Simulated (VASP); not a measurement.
Set up this calculation in VASP 6.6.1, as the native input.

| Item | Value |
| --- | --- |
| Task | single point |
| Functional | r2SCAN |
| Potentials or basis | VASP PAW PBE potentials, release 64 (Pb_d, Se) |
| Cutoff | 520 eV |
| k mesh | 7 × 7 × 7 |
| Occupations | fermi-dirac, width 0.05 eV |
| Spin | no spin polarisation |
| Dipole correction | no |
| Further INCAR settings | ALGO = Normal; EDIFF = 1e-06; NBANDS = 17 |

PbSe:

```
Pb Se
1.0
     3.78432    0.00000    0.00000
     0.00000    3.78432    0.00000
     0.00000    0.00000    3.78432
Pb Se
1 1
Direct
  0.00000 0.00000 0.00000
  0.50000 0.50000 0.50000
```

One way to write it, as run:

POSCAR

```
PbSe
1.0
    3.7843220000      0.0000000000      0.0000000000
    0.0000000000      3.7843220000      0.0000000000
    0.0000000000      0.0000000000      3.7843220000
Pb Se
1 1
Direct
    0.0000000000      0.0000000000      0.0000000000
    0.5000000000      0.5000000000      0.5000000000
```

INCAR.step1

```
PREC = Accurate
ENCUT = 520
ISMEAR = -1
SIGMA = 0.05
LREAL = F
LASPH = T
NELM = 60
NBANDS = 17
GGA = PE
ALGO = Normal
EDIFF = 1E-4
LWAVE = T
LCHARG = F
```

INCAR.step2

```
PREC = Accurate
ENCUT = 520
EDIFF = 1E-6
ISMEAR = -1
SIGMA = 0.05
LREAL = F
LASPH = T
NELM = 60
ALGO = Normal
ISIF = 2
LWAVE = F
LCHARG = T
METAGGA = R2SCAN
LMIXTAU = T
LELF = T
LVHAR = T
NBANDS = 17
ISTART = 1
```

KPOINTS

```
regular mesh
0
Gamma
  7 7 7
```

Potentials or basis: VASP PAW PBE potentials, release 64 (Pb_d, Se).

Command:

```sh
$ cat potpaw_PBE.64/Pb_d/POTCAR potpaw_PBE.64/Se/POTCAR > POTCAR
$ cp INCAR.step1 INCAR
$ mpirun -np 1 vasp_std > vasp.out
$ cp INCAR.step2 INCAR
$ mpirun -np 1 vasp_std > vasp.out
```

It gave:

```json
{"Pressure": "-0.7 GPa", "Band gap on the k mesh": "0.08 eV, indirect (least direct gap 1.33 eV)"}
```

Caveat: the PAW data sets were made with another functional, which shifts forces and pressure a little; spin-orbit coupling is left out, which moves the levels of the heavy elements.

Wall time 39 s on 1 thread of Intel(R) Xeon(R) 6975P-C (Granite Rapids) (shared host), peak memory 0.17 GiB.
